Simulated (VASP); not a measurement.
# Sc3W (P6_3/mmc) in VASP: further runs, part 3 of 3

VASP 6.6.1. The steps go on from the part before.

**5. Single point, PBE**

This run uses another cell than the first one, of 20.74 Å³/atom.

File INCAR:

```
SYSTEM = Sc3W
ALGO = Fast
EDIFF = 1E-6
ENCUT = 520
GGA = PE
ISIF = 2
ISMEAR = 0
LASPH = .True.
LCHARG = .False.
LREAL = .False.
LWAVE = .False.
NBANDS = 57
NELM = 60
PREC = Accurate
SIGMA = 0.1
```

File KPOINTS:

```
k-points
0
Gamma
  6 6 8
  0 0 0
```

File POSCAR:

```
Sc3W
1.0
    6.2273289570      0.0000000000      0.0000000000
   -3.1136644785      5.3930250745      0.0000000000
    0.0000000000      0.0000000000      4.9404965203
Sc W
6 2
Direct
    0.1704212722      0.3408425445      0.2500000000
    0.6591574555      0.8295787278      0.2500000000
    0.1704212722      0.8295787278      0.2500000000
    0.8295787278      0.6591574555      0.7500000000
    0.3408425445      0.1704212722      0.7500000000
    0.8295787278      0.1704212722      0.7500000000
    0.3333333333      0.6666666667      0.7500000000
    0.6666666667      0.3333333333      0.2500000000
```

Potentials or basis: VASP PAW PBE potentials, release 64 (Sc_sv, W_sv).

Started as:

```sh
cat potpaw_PBE.64/Sc_sv/POTCAR potpaw_PBE.64/W_sv/POTCAR > POTCAR
mpirun -np 1 vasp_std > vasp.out
```

OUTCAR:

```text
SYSTEM = Sc3W
   EDIFF = 1E-6
   ENCUT = 520
   GGA = PE
   ISIF = 2
   ISMEAR = 0
   LASPH = .True.
   LREAL = .False.
   NELM = 60
   PREC = Accurate

 ion  position               nearest neighbor table
   1  0.170  0.341  0.250-   7 3.03   7 3.03   2 3.04   3 3.04   6 3.08   6 3.08   5 3.08   5 3.08
                             8 3.11   8 3.11   3 3.18   2 3.18
   2  0.659  0.830  0.250-   7 3.03   7 3.03   3 3.04   1 3.04   6 3.08   6 3.08   4 3.08   4 3.08
                             8 3.11   8 3.11   3 3.18   1 3.18
   3  0.170  0.830  0.250-   7 3.03   7 3.03   2 3.04   1 3.04   4 3.08   4 3.08   5 3.08   5 3.08
                             8 3.11   8 3.11   2 3.18   1 3.18
[... 1668 lines left out ...]
  external PRESSURE =       1.1703187 kB  Pullay stress =       0.0000000 kB

 VOLUME and BASIS-vectors are now :
 -----------------------------------------------------------------------------
  energy-cutoff  :      520.00
  volume of cell :      165.92
      direct lattice vectors                 reciprocal lattice vectors
     6.227328957  0.000000000  0.000000000     0.160582492  0.092712345  0.000000000
    -3.113664479  5.393025074  0.000000000     0.000000000  0.185424690  0.000000000
     0.000000000  0.000000000  4.940496520     0.000000000  0.000000000  0.202408806

 POSITION                                       TOTAL-FORCE (eV/Angst)
 -----------------------------------------------------------------------------------
     -0.00000      1.83817      1.23512         0.000000     -0.002481      0.000000
      1.52176      4.47394      1.23512         0.002148      0.001240      0.000000
     -1.52176      4.47394      1.23512        -0.002148      0.001240      0.000000
      3.11366      3.55485      3.70537        -0.000000      0.002481     -0.000000
      1.59190      0.91909      3.70537        -0.002148     -0.001240     -0.000000
      4.63542      0.91909      3.70537         0.002148     -0.001240     -0.000000
     -0.00000      3.59535      3.70537        -0.000000     -0.000000      0.000000
      3.11366      1.79768      1.23512         0.000000     -0.000000      0.000000
 -----------------------------------------------------------------------------------
    total drift:                               -0.000000      0.000000     -0.000000

  FREE ENERGIE OF THE ION-ELECTRON SYSTEM (eV)
  ---------------------------------------------------
  free  energy   TOTEN  =       -61.7989151063 eV

  energy  without entropy=      -61.7662086547  energy(sigma->0) =      -61.78256188
```

OSZICAR:

```text
N       E                     dE             d eps       ncg     rms          rms(c)
DAV:   1     0.198516908934E+04    0.19852E+04   -0.44390E+04  4158   0.184E+03
DAV:   2     0.125901095439E+03   -0.18593E+04   -0.18368E+04  5454   0.832E+02
DAV:   3    -0.504569770050E+02   -0.17636E+03   -0.16693E+03  6638   0.315E+02
[... 19 lines left out ...]
RMM:  23    -0.617989085089E+02   -0.34682E-05   -0.44106E-05  3753   0.904E-03    0.323E-03
RMM:  24    -0.617989113143E+02   -0.28054E-05   -0.35536E-05  3799   0.801E-03    0.133E-03
RMM:  25    -0.617989128105E+02   -0.14962E-05   -0.18588E-05  3693   0.757E-03    0.971E-04
RMM:  26    -0.617989143155E+02   -0.15050E-05   -0.15590E-05  3514   0.582E-03    0.761E-04
RMM:  27    -0.617989151063E+02   -0.79078E-06   -0.79990E-06  3346   0.450E-03
   1 F= -.61798915E+02 E0= -.61782562E+02  d E =-.327065E-01
```

stdout:

```text
POSCAR found type information on POSCAR ScW
 POSCAR found :  2 types and       8 ions
 scaLAPACK will be used
 LDA part: xc-table for (Slater+PW92), standard interpolation
 POSCAR, INCAR and KPOINTS ok, starting setup
 FFT: planning ... GRIDC
 FFT: planning ... GRID_SOFT
 FFT: planning ... GRID
 WAVECAR not read
 entering main loop
```

Wall time 6.3 min (1 thread of AMD EPYC 9R45 (Zen 5), shared host); peak memory 0.42 GiB.

What came out:

| Quantity | Value |
| --- | --- |
| Free energy | -61.7989 eV |
| Pressure | 0.1 GPa |
| Band gap on the k mesh | zero (bands 47 and 48 overlap by 0.83 eV) |

Forces on the atoms (eV/Å):
```
Sc   0.000 -0.002  0.000
Sc   0.002  0.001  0.000
Sc  -0.002  0.001  0.000
Sc   0.000  0.002  0.000
Sc  -0.002 -0.001  0.000
Sc   0.002 -0.001  0.000
W    0.000  0.000  0.000
W    0.000  0.000  0.000
```

Levels at points of the mesh, in eV from the Fermi level:
| k point | band 44 | band 45 | band 46 | band 47 | band 48 | band 49 | band 50 | band 51 |
| --- | --- | --- | --- | --- | --- | --- | --- | --- |
| (0.00, 0.00, 0.00) | -0.79 | -0.23 | -0.23 | 0.11 | 0.11 | 0.85 | 1.17 | 1.17 |
| (0.50, 0.00, 0.00) | -0.91 | -0.89 | -0.34 | -0.23 | 0.05 | 0.15 | 0.57 | 0.88 |
| (0.00, 0.00, 0.50) | -0.67 | -0.67 | -0.67 | 0.64 | 0.64 | 1.22 | 1.22 | 1.23 |
| (0.50, 0.00, 0.50) | -0.60 | -0.59 | -0.59 | -0.09 | -0.09 | 0.26 | 0.26 | 0.57 |

Caveat: spin-orbit coupling is left out, which moves the levels of the heavy elements.

**6. Single point, PBE, collinear spin**

This run uses another cell than the first one, of 20.72 Å³/atom.

File INCAR:

```
SYSTEM = Sc3W
ALGO     = Fast           ! electronic algorithm
EDIFF    = 1E-7           ! SCF threshold, eV
ENCUT    = 520            ! plane-wave cutoff, eV
GGA      = PE             ! functional
ISIF     = 2              ! what is computed and relaxed
ISMEAR   = 0              ! smearing method
ISPIN    = 2              ! spin polarisation
LASPH    = .True.         ! aspherical terms in the spheres
LCHARG   = .False.        ! write CHGCAR
LMAXMIX  = 4              ! l up to which the mixer works
LORBIT   = 11             ! projections on sites
LREAL    = .False.        ! projectors in reciprocal space
LWAVE    = .False.        ! write WAVECAR
MAGMOM   = 1 1 1 1 1 1 0 0 ! initial moments
NBANDS   = 61             ! bands
NELM     = 150            ! most SCF steps
PREC     = Accurate       ! precision mode
SIGMA    = 0.1            ! smearing width, eV
```

File KPOINTS:

```
k-points
0
Gamma
  3 3 4
  0 0 0
```

File POSCAR:

```
Sc3W
1.0
    6.2196535509      0.0000000000      0.0000000000
   -3.1098267755      5.3863779779      0.0000000000
    0.0000000000      0.0000000000      4.9474661946
Sc W
6 2
Direct
    0.1703489987      0.3406979975      0.2500000000
    0.6593020025      0.8296510013      0.2500000000
    0.1703489987      0.8296510013      0.2500000000
    0.8296510013      0.6593020025      0.7500000000
    0.3406979975      0.1703489987      0.7500000000
    0.8296510013      0.1703489987      0.7500000000
    0.3333333333      0.6666666667      0.7500000000
    0.6666666667      0.3333333333      0.2500000000
```

Potentials or basis: VASP PAW PBE potentials, release 64 (Sc_sv, W_sv).

Started as:

```sh
cat potpaw_PBE.64/Sc_sv/POTCAR potpaw_PBE.64/W_sv/POTCAR > POTCAR
mpirun -np 1 vasp_std > vasp.out
```

It took 9.7 min on 1 thread of AMD EPYC 7R43 (Zen 3), shared host; peak memory 0.4 GiB.

The run converged. Its results:

| Quantity | Value |
| --- | --- |
| Free energy | -61.8481 eV |
| Pressure | 0.1 GPa |
| Band gap on the k mesh | zero (filled and empty bands overlap) |
| Net moment | 0.00 μB per cell |
| Valence electrons inside the program's atomic spheres | Sc 9.50; W 11.87 |

Levels at points of the mesh, in eV from the Fermi level:
Spin up:
```
           k point  band 44  band 45  band 46  band 47  band 48  band 49  band 50  band 51
(0.00, 0.00, 0.00)    -0.81    -0.25    -0.25     0.09     0.09     0.80     1.14     1.14
(0.00, 0.00, 0.50)    -0.71    -0.71    -0.71     0.60     0.60     1.20     1.20     1.20
```
Spin down:
```csv
k point,band 44,band 45,band 46,band 47,band 48,band 49,band 50,band 51
"(0.00, 0.00, 0.00)",-0.81,-0.25,-0.25,0.09,0.09,0.80,1.14,1.14
"(0.00, 0.00, 0.50)",-0.71,-0.71,-0.71,0.60,0.60,1.20,1.20,1.20
```

Caveat: the k points lie up to 0.39 Å⁻¹ apart, too coarse for converged energies and pressures of a metal; spin-orbit coupling is left out, which moves the levels of the heavy elements.

**7. Overview**

| task | spin | cell | k mesh | cutoff (eV) | gap on the mesh (eV) | pressure (GPa) | largest force (eV/Å) |
| --- | --- | --- | --- | --- | --- | --- | --- |
| single point | off | a = 5.849, b = 5.849, c = 4.658 Å, angles 90.0, 90.0, 120.0°, 8 atoms, atomic positions A | 3 × 3 × 4 | 520 | none | 23.0 | 0.60 |
| single point | off | a = 6.220, b = 6.220, c = 4.947 Å, angles 90.0, 90.0, 120.0°, 8 atoms, atomic positions B | 3 × 3 × 4 | 520 | none | 0.1 | - |
| relaxation of cell and atoms | off | relaxed from a = 5.849, b = 5.849, c = 4.658 Å, angles 90.0, 90.0, 120.0°, 8 atoms, atomic positions A | 3 × 3 × 4 | 600 | none | 0.2 | 0.01 |
| single point | off | a = 6.227, b = 6.227, c = 4.940 Å, angles 90.0, 90.0, 120.0°, 8 atoms, atomic positions B | 6 × 6 × 8 | 520 | none | 0.1 | - |
| single point | collinear | a = 6.220, b = 6.220, c = 4.947 Å, angles 90.0, 90.0, 120.0°, 8 atoms, atomic positions B | 3 × 3 × 4 | 520 | none | 0.1 | - |

Alike in all rows: level PBE; potentials or basis VASP PAW PBE potentials, release 64 (Sc_sv, W_sv); smearing gaussian 0.1 eV.

Caveats: some runs use coarse meshes; spin-orbit coupling is left out, which moves the levels of the heavy elements; the volume moved by over 15 % at a fixed basis, so the end points are rough (at least some runs).

Absolute energies hang on the potentials; compare differences alone.
